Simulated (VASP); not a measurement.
Write the native input for VASP 6.6.1 that does the following.

| Item | Value |
| --- | --- |
| Task | single point |
| Functional | r2SCAN0 |
| Potentials or basis | VASP PAW PBE potentials, release 64 (Rb_sv) |
| Cutoff | 520 eV |
| k mesh | 4 × 4 × 4 |
| Occupations | gaussian, width 0.1 eV |
| Spin | no spin polarisation |
| Dipole correction | no |
| Grid for exact exchange (PRECFOCK) | Normal |
| Further INCAR settings | ALGO = Normal; EDIFF = 1e-06; NBANDS = 10 |
| Share of exact exchange | 0.25 |

The system is Rb.

```
Rb
1.0
    -2.97408    2.97408    2.74893
     2.97408   -2.97408    2.74893
     2.97408    2.97408   -2.74893
Rb
1
Direct
  0.00000 0.00000 0.00000
```

These files were run (other wordings do the same):

POSCAR

```
Rb
1.0
   -2.9740787355      2.9740787355      2.7489307901
    2.9740787355     -2.9740787355      2.7489307901
    2.9740787355      2.9740787355     -2.7489307901
Rb
1
Direct
    0.0000000000      0.0000000000      0.0000000000
```

INCAR.step1

```
SYSTEM = Rb
ALGO = Normal ; EDIFF = 1E-5
ENCUT = 520 ; GGA = PE
ISIF = 2 ; ISMEAR = 0
LASPH = .True. ; LREAL = .False.
LWAVE = .True. ; NBANDS = 10
NELM = 80 ; PREC = Accurate
SIGMA = 0.1
```

INCAR.step2

```
SYSTEM = Rb
AEXX = 0.25 ; ALGO = Normal
EDIFF = 1E-6 ; ENCUT = 520
ISIF = 2 ; ISMEAR = 0
ISTART = 1 ; LASPH = .True.
LCHARG = .True. ; LELF = .True.
LHFCALC = .True. ; LMIXTAU = .True.
LREAL = .False. ; LVHAR = .True.
LWAVE = .False. ; METAGGA = R2SCAN
NBANDS = 10 ; NELM = 80
PREC = Accurate ; PRECFOCK = Normal
SIGMA = 0.1
```

KPOINTS

```
k-points
0
Gamma
  4 4 4
  0 0 0
```

Potentials or basis: VASP PAW PBE potentials, release 64 (Rb_sv).

Command:

```sh
$ cat potpaw_PBE.64/Rb_sv/POTCAR > POTCAR
$ cp INCAR.step1 INCAR
$ mpirun -np 1 vasp_std > vasp.out
$ cp INCAR.step2 INCAR
$ mpirun -np 1 vasp_std > vasp.out
```

Results of the run:

The pressure is 0.0 GPa and the band gap on the k mesh is zero (an odd number of electrons rules out a gap without spin polarisation).

Caveat: the k points lie up to 0.39 Å⁻¹ apart, too coarse for converged energies and pressures of a metal; the PAW data sets were made with another functional, which shifts forces and pressure a little.

Wall time 7.9 min on 1 thread of Intel(R) Xeon(R) Platinum 8259CL CPU @ 2.50GHz (Skylake/Cascade Lake) (shared host), peak memory 0.26 GiB.
